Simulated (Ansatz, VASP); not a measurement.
## One calculation of InP, two programs

```
CELL_PARAMETERS angstrom
0.00000 2.97366 2.97366
2.97366 0.00000 2.97366
2.97366 2.97366 0.00000
ATOMIC_POSITIONS crystal
In 0.00000 0.00000 0.00000
P 0.75000 0.75000 0.75000
```

Alike in both runs: task single point; functional BLYP; dispersion D3(BJ); k mesh 8 × 8 × 8; occupations gaussian, width 0.05 eV; no spin polarisation.

|  | VASP | Ansatz |
| --- | --- | --- |
| version | VASP 6.6.1 | Ansatz 0.2.0 |
| potentials or method | VASP PAW PBE potentials, release 64 (In_d, P), cutoff 520 eV | scalar-relativistic, plane waves, PAW |
| valence electrons in the cell | 18 | 18 |

|  | VASP | Ansatz | Ansatz less VASP |
| --- | --- | --- | --- |
| gap on the k mesh at the Fermi level (eV) | 0.38 | 0.35 | -0.028 |
| least direct gap on the mesh (eV) | 0.38 | 0.35 | -0.028 |
| pressure (GPa) | -1.2 | -1.2 | -0.02 |

VASP's potentials were made for PBE, not for BLYP.
